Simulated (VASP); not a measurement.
Set up this calculation in VASP 6.6.1, as the native input.

* Task: single point
* Functional: PBEsol
* Potentials or basis: VASP PAW PBE potentials, release 64 (Mg, O)
* Cutoff: 520 eV
* k mesh: 12 × 12 × 12
* Occupations: gaussian, width 0.05 eV
* Spin: no spin polarisation
* Dipole correction: no
* Further INCAR settings: ALGO = Normal; EDIFF = 1e-07; NBANDS = 14

The structure of MgO2 lies in POSCAR:

```
MgO2
1.0
    1.5806896008      0.9126115665      3.5987982411
   -1.5806896008      0.9126115665      3.5987982411
    0.0000000000     -1.8252231330      3.5987982411
Mg O
1 2
Direct
    0.0000000000      0.0000000000      0.0000000000
    0.4287860000      0.4287860000      0.4287860000
    0.5712140000      0.5712140000      0.5712140000
```

This cell differs from its parent crystal: strain -0.015 along x and y, +0.030 along z.

These files were run (other wordings do the same):

INCAR

```
SYSTEM = MgO2
PREC = Accurate
ENCUT = 520
EDIFF = 1E-7
ISMEAR = 0
SIGMA = 0.05
LREAL = .FALSE.
LASPH = .TRUE.
NELM = 100
ALGO = Normal
ISIF = 2
LWAVE = .FALSE.
LCHARG = .FALSE.
GGA = PS
NBANDS = 14
```

KPOINTS

```
regular mesh
0
G
  12 12 12
  0 0 0
```

Potentials or basis: VASP PAW PBE potentials, release 64 (Mg, O).

The run is started by

```bash
$ cat potpaw_PBE.64/Mg/POTCAR potpaw_PBE.64/O/POTCAR > POTCAR
$ mpirun -np 1 vasp_std > vasp.out
```

It gave:

| Property | Result |
| --- | --- |
| Pressure | -7.0 GPa |
| Largest force | 0.961 eV/Å |
| Band gap on the k mesh | 1.58 eV, direct |

Caveat: the cell differs from its parent crystal (strain -0.015 along x and y, +0.030 along z); the PAW data sets were made with another functional, which shifts forces and pressure a little.

Wall time 92 s on 1 thread of Intel(R) Xeon(R) Platinum 8259CL CPU @ 2.50GHz (Skylake/Cascade Lake), with other jobs on the host, peak memory 0.22 GiB.
